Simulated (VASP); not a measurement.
# TiN (Fm-3m) in VASP: notebook

TiN is run at these levels: PBEsol; tasks: electric field gradients.

Program: VASP 6.6.1. These are calculated values, not measurements. Logs are shortened: lines on timing, memory, paths and dates and some standing lists are left out, and cuts for length are marked.

### Step 1. The cell of the first run

Symmetry: Fm-3m, No. 225, cubic system. Conventional cell: a = 4.272 Å, b = 4.272 Å, c = 4.272 Å, α = 90.00°, β = 90.00°, γ = 90.00°. Ti (site symmetry m-3m) has 6 N at 2.14 Å within 2.8 Å. N (site symmetry m-3m) has 6 Ti at 2.14 Å within 2.8 Å.

### Step 2. Electric field gradients, PBEsol (volume scaled by 1.02)

Input file INCAR:

```
PREC = Accurate
ENCUT = 520
EDIFF = 1E-8
ISMEAR = -1
SIGMA = 0.05
LREAL = False
LASPH = True
NELM = 80
ALGO = Normal
ISIF = 2
LWAVE = False
LCHARG = False
GGA = PS
LEFG = True
NBANDS = 16
```

Input file KPOINTS:

```
regular mesh
0
Gamma
  17 17 17
```

Input file POSCAR:

```
TiN
1.0
    0.0000000000      2.1360533897      2.1360533897
    2.1360533897      0.0000000000      2.1360533897
    2.1360533897      2.1360533897      0.0000000000
Ti N
1 1
Direct
    0.0000000000      0.0000000000      0.0000000000
    0.5000000000      0.5000000000      0.5000000000
```

Potentials or basis: VASP PAW PBE potentials, release 64 (Ti_sv, N).

Started as:

```sh
cat potpaw_PBE.64/Ti_sv/POTCAR potpaw_PBE.64/N/POTCAR > POTCAR
mpirun -np 1 vasp_std > vasp.out
```

OUTCAR:

```text
PREC = Accurate
   ENCUT = 520
   EDIFF = 1E-8
   ISMEAR = -1
   LREAL = False
   LASPH = True
   NELM = 80
   ISIF = 2
   GGA = PS

 ion  position               nearest neighbor table
   1  0.000  0.000  0.000-   2 2.14   2 2.14   2 2.14   2 2.14   2 2.14   2 2.14
   2  0.500  0.500  0.500-   1 2.14   1 2.14   1 2.14   1 2.14   1 2.14   1 2.14

  LATTYP: Found a face centered cubic cell.
 ALAT       =     4.2721067794

  Lattice vectors:

 A1 = (   0.0000000000,   2.1360533897,   2.1360533897)
 A2 = (   2.1360533897,   0.0000000000,   2.1360533897)
 A3 = (   2.1360533897,   2.1360533897,   0.0000000000)

Analysis of symmetry for initial positions (statically):
=====================================================================
 Subroutine PRICEL returns:
 Original cell was already a primitive cell.

 Routine SETGRP: Setting up the symmetry group for a
 face centered cubic supercell.

 Subroutine GETGRP returns: Found 48 space group operations
 (whereof 48 operations were pure point group operations)
 out of a pool of 48 trial point group operations.

The static configuration has the point symmetry O_h .

Analysis of symmetry for dynamics (positions and initial velocities):
=====================================================================
 Subroutine PRICEL returns:
 Original cell was already a primitive cell.

 Routine SETGRP: Setting up the symmetry group for a
 face centered cubic supercell.

 Subroutine GETGRP returns: Found 48 space group operations
 (whereof 48 operations were pure point group operations)
 out of a pool of 48 trial point group operations.

The dynamic configuration has the point symmetry O_h .

 Subroutine INISYM returns: Found 48 space group operations
 (whereof 48 operations are pure point group operations),
 and found     1 'primitive' translations

----------------------------------------------------------------------------------------

                                     Primitive cell

  volume of cell :      19.4924

  direct lattice vectors                    reciprocal lattice vectors
     0.000000000  2.136053390  2.136053390    -0.234076546  0.234076546  0.234076546
[... 121 lines left out ...]
   NGX = 11   NGY = 11   NGZ = 11

 number of electron      17.0000003 magnetization

 Free energy of the ion-electron system (eV)
  ---------------------------------------------------
  ext. energy  EPLUGINS =         0.00000000
  ---------------------------------------------------
  free energy    TOTEN  =       -20.74872506 eV

  energy without entropy =      -20.74183124  energy(sigma->0) =      -20.74527815

 E-fermi :  11.0152     XC(G=0): -13.1043

 val. band max:       10.9862572828   @ k =   0.1176   0.0588   0.0000
 cond. band min:      11.0162138571   @ k =  -0.1176   0.0588   0.0000
 fundamental gap:      0.0299565743
 Fermi energy:        11.0151800252

 k-point     1 :       0.0000    0.0000    0.0000
  band No.  band energies     occupation
      1     -46.6206      2.00000
      2     -22.7149      2.00000
      3     -22.7149      2.00000
      4     -22.7149      2.00000
      5      -5.8860      2.00000
      6       9.0324      2.00000
[... 433 lines left out ...]
      3     -22.7409      2.00000
      4     -22.7189      2.00000
      5      -5.4865      2.00000
      6       7.2366      2.00000
[... 8 lines left out ...]
     15      24.1356      0.00000
     16      29.1186      0.00000

 [... further k-points ...]

------------------------ aborting loop because EDIFF is reached ----------------------------------------

  FORCE on cell =-STRESS in cart. coord.  units (eV):
  Direction    XX          YY          ZZ          XY          YZ          ZX
  --------------------------------------------------------------------------------------
  -------------------------------------------------------------------------------------
  Total       -1.5338164     -1.5338164     -1.5338164      0.0000000     -0.0000000      0.0000000
  in kB     -126.0717144   -126.0717144   -126.0717144      0.0000000     -0.0000000      0.0000000
  external PRESSURE =    -126.0717144 kB  Pullay stress =       0.0000000 kB

 VOLUME and BASIS-vectors are now :
 -----------------------------------------------------------------------------
  energy-cutoff  :      520.00
  volume of cell :       19.49
      direct lattice vectors                 reciprocal lattice vectors
     0.000000000  2.136053390  2.136053390    -0.234076546  0.234076546  0.234076546
     2.136053390  0.000000000  2.136053390     0.234076546 -0.234076546  0.234076546
     2.136053390  2.136053390  0.000000000     0.234076546  0.234076546 -0.234076546

 POSITION                                       TOTAL-FORCE (eV/Angst)
 -----------------------------------------------------------------------------------
      0.00000      0.00000      0.00000         0.000000      0.000000      0.000000
      2.13605      2.13605      2.13605        -0.000000     -0.000000     -0.000000
 -----------------------------------------------------------------------------------
    total drift:                                0.000000     -0.000000     -0.000000

  FREE ENERGIE OF THE ION-ELECTRON SYSTEM (eV)
  ---------------------------------------------------
  free  energy   TOTEN  =       -20.7487250582 eV

  energy  without entropy=      -20.7418312363  energy(sigma->0) =      -20.74527815

 Electric field gradients (V/A^2)
---------------------------------------------------------------------
 ion       V_xx      V_yy      V_zz      V_xy      V_xz      V_yz
---------------------------------------------------------------------
   1      -0.000     0.000    -0.000     0.001     0.001     0.001
   2       0.000     0.000     0.000    -0.001    -0.001    -0.001
---------------------------------------------------------------------

 Electric field gradients after diagonalization (V/A^2)
 (convention: |V_zz| > |V_xx| > |V_yy|)
----------------------------------------------------------------------
 ion       V_xx      V_yy      V_zz     asymmetry (V_yy - V_xx)/ V_zz
----------------------------------------------------------------------
   1      -0.001    -0.001     0.002       0.000
   2       0.001     0.001    -0.001       0.000
----------------------------------------------------------------------

           NMR quadrupolar parameters

 Cq : quadrupolar parameter    Cq=e*Q*V_zz/h
 eta: asymmetry parameters     (V_yy - V_xx)/ V_zz
 Q  : nuclear electric quadrupole moment in mb (millibarn)
----------------------------------------------------------------------
 ion       Cq(MHz)       eta       Q (mb)
----------------------------------------------------------------------
   1       0.000       0.000       1.000
   2      -0.000       0.000       1.000
----------------------------------------------------------------------
```

Wall time 40 s (1 thread of AMD EPYC 9R45 (Zen 5), shared host); peak memory 0.14 GiB.

Results:

* Free energy: -20.7487 eV
* Pressure: -12.6 GPa

Caveat: without QUAD_EFG the Cq values of the log hold for a quadrupole moment of 1 mb, not for the nuclei; the PAW data sets were made with another functional, which shifts forces and pressure a little.

### Step 3. Electric field gradients, PBEsol (volume scaled by 1.04)

INCAR is that of step 2.

KPOINTS is that of step 2.

Input file POSCAR:

```
TiN
1.0
    0.0000000000      2.1499242549      2.1499242549
    2.1499242549      0.0000000000      2.1499242549
    2.1499242549      2.1499242549      0.0000000000
Ti N
1 1
Direct
    0.0000000000      0.0000000000      0.0000000000
    0.5000000000      0.5000000000      0.5000000000
```

Potentials or basis: VASP PAW PBE potentials, release 64 (Ti_sv, N).

Started as:

```sh
cat potpaw_PBE.64/Ti_sv/POTCAR potpaw_PBE.64/N/POTCAR > POTCAR
mpirun -np 1 vasp_std > vasp.out
```

OUTCAR:

```text
PREC = Accurate
   ENCUT = 520
   EDIFF = 1E-8
   ISMEAR = -1
   LREAL = False
   LASPH = True
   NELM = 80
   ISIF = 2
   GGA = PS

 ion  position               nearest neighbor table
   1  0.000  0.000  0.000-   2 2.15   2 2.15   2 2.15   2 2.15   2 2.15   2 2.15
   2  0.500  0.500  0.500-   1 2.15   1 2.15   1 2.15   1 2.15   1 2.15   1 2.15

  LATTYP: Found a face centered cubic cell.
 ALAT       =     4.2998485098

  Lattice vectors:

 A1 = (   0.0000000000,   2.1499242549,   2.1499242549)
 A2 = (   2.1499242549,   0.0000000000,   2.1499242549)
 A3 = (   2.1499242549,   2.1499242549,   0.0000000000)

Analysis of symmetry for initial positions (statically):
=====================================================================
 Subroutine PRICEL returns:
 Original cell was already a primitive cell.

 Routine SETGRP: Setting up the symmetry group for a
 face centered cubic supercell.

 Subroutine GETGRP returns: Found 48 space group operations
 (whereof 48 operations were pure point group operations)
 out of a pool of 48 trial point group operations.

The static configuration has the point symmetry O_h .

Analysis of symmetry for dynamics (positions and initial velocities):
=====================================================================
 Subroutine PRICEL returns:
 Original cell was already a primitive cell.

 Routine SETGRP: Setting up the symmetry group for a
 face centered cubic supercell.

 Subroutine GETGRP returns: Found 48 space group operations
 (whereof 48 operations were pure point group operations)
 out of a pool of 48 trial point group operations.

The dynamic configuration has the point symmetry O_h .

 Subroutine INISYM returns: Found 48 space group operations
 (whereof 48 operations are pure point group operations),
 and found     1 'primitive' translations

----------------------------------------------------------------------------------------

                                     Primitive cell

  volume of cell :      19.8746

  direct lattice vectors                    reciprocal lattice vectors
     0.000000000  2.149924255  2.149924255    -0.232566333  0.232566333  0.232566333
     2.149924255  0.000000000  2.149924255     0.232566333 -0.232566333  0.232566333
     2.149924255  2.149924255  0.000000000     0.232566333  0.232566333 -0.232566333

  length of vectors
     3.040452039  3.040452039  3.040452039     0.402816705  0.402816705  0.402816705

  position of ions in fractional coordinates (direct lattice)
     0.000000000  0.000000000  0.000000000
     0.500000000  0.500000000  0.500000000

  ion indices of the primitive-cell ions
   primitive index   ion index
                 1           1
                 2           2

----------------------------------------------------------------------------------------

 KPOINTS: regular mesh

[... 71 lines left out ...]
   IBRION =     -1    ionic relax: 0-MD 1-quasi-New 2-CG
   NFREE  =      0    steps in history (QN), initial steepest desc. (CG)
   ISIF   =      2    stress and relaxation
   ISYM   =      2    0-nonsym 1-usesym 2-fastsym
   POTIM  = 0.5000    time-step for ionic-motion
   TEBEG  =    0.0;   TEEND  =   0.0 temperature during run
   PSTRESS=    0.0 pullay stress
   NELECT =      17.0000    total number of electrons
   NUPDOWN=      -1.0000    fix difference up-down
   EMIN   =  10.00;   EMAX   =-10.00  energy-range for DOS
   EFERMI =   0.00;   METHOD = LEGACY
   ISMEAR =    -1;   SIGMA  =   0.05  broadening in eV -4-tet -1-fermi 0-gaus
   EFERMI_NEDOS =   21; number of points for ismear=-14 and -15
   IALGO  =     38    algorithm
   IMIX   =      4    mixing-type and parameters
     AMIX     =   0.40;   BMIX     =  1.00
     AMIX_MAG =   1.60;   BMIX_MAG =  1.00
  volume/ion in A,a.u.               =       9.94        67.06
  Fermi-wavevector in a.u.,A,eV,Ry     =   1.554025  2.936681 32.857981  2.414993
  Thomas-Fermi vector in A             =   2.658171
   LORBIT       =      0    0 simple, 1 ext, 2 COOP (PROOUT), +10 PAW based schemes
   GGA     = PS    functional components
   LHFCALC =     F    Hartree Fock is set to
   AEXX    =    0.0000 exact exchange contribution
   IVDW    =     0    specifies the selected vdW correction
   LEPSILON=     F    determine dielectric tensor
   LRPA    =     F    only Hartree local field effects (RPA)
 non-spin polarized calculation
  energy-cutoff  :      520.00
  volume of cell :       19.87
 maximum number of plane-waves:       548
   NGX = 11   NGY = 11   NGZ = 11

 number of electron      17.0000002 magnetization

 Free energy of the ion-electron system (eV)
  ---------------------------------------------------
  ext. energy  EPLUGINS =         0.00000000
  ---------------------------------------------------
  free energy    TOTEN  =       -20.71351856 eV

  energy without entropy =      -20.70641058  energy(sigma->0) =      -20.70996457

 E-fermi :  10.7563     XC(G=0): -12.9978

 val. band max:       10.7278574734   @ k =   0.1176   0.0588   0.0000
 cond. band min:      10.7572316217   @ k =  -0.1176   0.0588   0.0000
 fundamental gap:      0.0293741483
 Fermi energy:        10.7562743497

 k-point     1 :       0.0000    0.0000    0.0000
  band No.  band energies     occupation
      1     -46.9081      2.00000
      2     -23.0146      2.00000
      3     -23.0146      2.00000
      4     -23.0146      2.00000
      5      -6.0237      2.00000
      6       8.8006      2.00000
[... 433 lines left out ...]
      3     -23.0389      2.00000
      4     -23.0185      2.00000
      5      -5.6373      2.00000
      6       7.0320      2.00000
[... 8 lines left out ...]
     15      23.7724      0.00000
     16      28.6153      0.00000

 [... further k-points ...]

------------------------ aborting loop because EDIFF is reached ----------------------------------------

  FORCE on cell =-STRESS in cart. coord.  units (eV):
  Direction    XX          YY          ZZ          XY          YZ          ZX
  --------------------------------------------------------------------------------------
  -------------------------------------------------------------------------------------
  Total       -2.1255344     -2.1255344     -2.1255344     -0.0000000      0.0000000      0.0000000
  in kB     -171.3480816   -171.3480816   -171.3480816     -0.0000000      0.0000000      0.0000000
  external PRESSURE =    -171.3480816 kB  Pullay stress =       0.0000000 kB

 VOLUME and BASIS-vectors are now :
 -----------------------------------------------------------------------------
  energy-cutoff  :      520.00
  volume of cell :       19.87
      direct lattice vectors                 reciprocal lattice vectors
     0.000000000  2.149924255  2.149924255    -0.232566333  0.232566333  0.232566333
     2.149924255  0.000000000  2.149924255     0.232566333 -0.232566333  0.232566333
     2.149924255  2.149924255  0.000000000     0.232566333  0.232566333 -0.232566333

 POSITION                                       TOTAL-FORCE (eV/Angst)
 -----------------------------------------------------------------------------------
      0.00000      0.00000      0.00000        -0.000000      0.000000      0.000000
      2.14992      2.14992      2.14992         0.000000     -0.000000     -0.000000
 -----------------------------------------------------------------------------------
    total drift:                                0.000000     -0.000000     -0.000000

  FREE ENERGIE OF THE ION-ELECTRON SYSTEM (eV)
  ---------------------------------------------------
  free  energy   TOTEN  =       -20.7135185564 eV

  energy  without entropy=      -20.7064105790  energy(sigma->0) =      -20.70996457

 Electric field gradients (V/A^2)
---------------------------------------------------------------------
 ion       V_xx      V_yy      V_zz      V_xy      V_xz      V_yz
---------------------------------------------------------------------
   1       0.000    -0.000     0.000     0.001     0.001     0.001
   2      -0.000     0.000     0.000    -0.000    -0.000    -0.000
---------------------------------------------------------------------

 Electric field gradients after diagonalization (V/A^2)
 (convention: |V_zz| > |V_xx| > |V_yy|)
----------------------------------------------------------------------
 ion       V_xx      V_yy      V_zz     asymmetry (V_yy - V_xx)/ V_zz
----------------------------------------------------------------------
   1      -0.001    -0.001     0.001       0.000
   2       0.000     0.000    -0.001       0.000
----------------------------------------------------------------------

           NMR quadrupolar parameters

 Cq : quadrupolar parameter    Cq=e*Q*V_zz/h
 eta: asymmetry parameters     (V_yy - V_xx)/ V_zz
 Q  : nuclear electric quadrupole moment in mb (millibarn)
----------------------------------------------------------------------
 ion       Cq(MHz)       eta       Q (mb)
----------------------------------------------------------------------
   1       0.000       0.000       1.000
   2      -0.000       0.000       1.000
----------------------------------------------------------------------
```

stdout:

```text
POSCAR found type information on POSCAR TiN
 POSCAR found :  2 types and       2 ions
 scaLAPACK will be used
 -----------------------------------------------------------------------------
|                                                                             |
|                                                                             |
|     You enforced a specific xc type in the INCAR file but a different       |
|     I HOPE YOU KNOW WHAT YOU ARE DOING!                                     |
|                                                                             |
 -----------------------------------------------------------------------------

 LDA part: xc-table for (Slater+PW92), standard interpolation
 POSCAR, INCAR and KPOINTS ok, starting setup
 FFT: planning ... GRIDC
 FFT: planning ... GRID_SOFT
 FFT: planning ... GRID
 WAVECAR not read
 entering main loop
ion   1

ion   2
```

It took 39 s on 1 thread of AMD EPYC 9R45 (Zen 5), shared host; peak memory 0.15 GiB.

What came out:

| Item | Value |
| --- | --- |
| Free energy | -20.7135 eV |
| Pressure | -17.1 GPa |

Caveat: without QUAD_EFG the Cq values of the log hold for a quadrupole moment of 1 mb, not for the nuclei; the PAW data sets were made with another functional, which shifts forces and pressure a little.

[end of part 1 of 2]
